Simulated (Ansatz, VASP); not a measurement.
## NaF: VASP beside Ansatz

Contents of INCAR:

```
ALGO = Normal ; EDIFF = 1E-7
ENCUT = 520 ; GGA = PE
ISIF = 2 ; ISMEAR = 0
LASPH = True ; LCHARG = True
LELF = True ; LREAL = False
LVHAR = True ; LWAVE = False
NBANDS = 14 ; NELM = 60
PREC = Accurate ; SIGMA = 0.05
```

Contents of KPOINTS:

```
k-points
0
Gamma
  8 8 8
```

The input POSCAR:

```
NaF
1.0
    0.0000000000      2.2652175000      2.2652175000
    2.2652175000      0.0000000000      2.2652175000
    2.2652175000      2.2652175000      0.0000000000
Na F
1 1
Direct
    0.0000000000      0.0000000000      0.0000000000
    0.5000000000      0.5000000000      0.5000000000
```

Input for Ansatz:

```yaml
crystal:
  lattice:
    - [0.0, 2.2652175, 2.2652175]
    - [2.2652175, 0.0, 2.2652175]
    - [2.2652175, 2.2652175, 0.0]
  atoms:
    - { symbol: Na, position: [0.0, 0.0, 0.0] }
    - { symbol: F, position: [0.5, 0.5, 0.5] }
basis:
  ecutwfc: 420
kpoints:
  mp_grid: { grid: [8, 8, 8] }
hamiltonian:
  xc: pbe
scf:
  occupations: { method: gaussian, width: 0.05 }
output:
  forces: true
  stress: true
  eigenvalues: true
  write_density: true
  write_potential: true
  elf: true
  volumetric_format: npy
```

Change from the starting cell: strain -0.025 along x and y, -0.025 along z, atoms carried along.

Alike in both runs: task single point; functional PBE; k mesh 8 × 8 × 8; occupations gaussian, width 0.05 eV; no spin polarisation.

|  | VASP | Ansatz |
| --- | --- | --- |
| version | VASP 6.6.1 | Ansatz 0.2.0 |
| potentials or method | VASP PAW PBE potentials, release 64 (Na_pv, F), cutoff 520 eV | scalar-relativistic, plane waves, PAW |
| valence electrons in the cell | 14 | 16 |

VASP gave:

| Item | Value |
| --- | --- |
| gap on the k mesh at the Fermi level (eV) | 6.68 |
| least direct gap on the mesh (eV) | 6.68 |
| pressure (GPa) | 6.4 |

What did Ansatz give for the same quantities?

gap on the k mesh at the Fermi level (eV): 6.70; least direct gap on the mesh (eV): 6.70; pressure (GPa): 6.4.

The functional is the same, so the differences come from potentials, cutoffs and numerics. VASP's potentials hold 14 valence electrons a cell and Ansatz's 16, so a difference there can come from the potentials and not from the codes.
